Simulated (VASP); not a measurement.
# AlN: single point with PBE

AlN:

```
Al N
1.0
     0.00000    2.25042    2.11054
     2.25042    0.00000    2.11054
     2.25042    2.25042    0.00000
Al N
1 1
Cartesian
  0.0000 0.0000 0.0000
  1.1252 1.1252 1.0553
```

This cell differs from its parent crystal: epitaxial xy strain +3.0%.

- Program: VASP 6.6.1
- Task: single point
- Functional: PBE
- Potentials or basis: VASP PAW PBE potentials, release 64 (Al, N)
- Cutoff: 520 eV
- k mesh: 6 × 6 × 6
- Occupations: gaussian, width 0.01 eV
- Spin: no spin polarisation
- Dipole correction: no
- Further INCAR settings: ALGO = Normal; EDIFF = 1e-06; NBANDS = 11

```
Pressure               : -0.9 GPa
Band gap on the k mesh : 2.99 eV, indirect (least direct gap 3.79 eV)
```

Stress tensor (GPa, compression positive):
```
-3.27  0.00  0.00
 0.00 -3.27  0.00
 0.00  0.00  3.74
```

Levels at points of the mesh, in eV from the valence-band top:
```
           k point  band 1  band 2  band 3  band 4  band 5  band 6  band 7  band 8
(0.00, 0.00, 0.00)  -15.00   -0.23   -0.23    0.00    3.79   12.10   12.18   12.18
(0.50, 0.00, 0.00)  -13.02   -5.91   -0.89   -0.40    6.84    9.55   10.26   11.58
(0.50, 0.50, 0.00)  -12.24   -4.58   -2.25   -2.25    2.99    7.63   14.16   14.90
(0.50, 0.00, 0.50)  -12.50   -5.19   -1.73   -1.72    3.26    8.62   13.04   14.51
```

Wall time 9.3 s on 1 thread of Intel Xeon 8259CL, on a shared host, peak memory 0.13 GiB.

Caveat: the cell differs from its parent crystal (epitaxial xy strain +3.0%). A k mesh can miss the band edges.
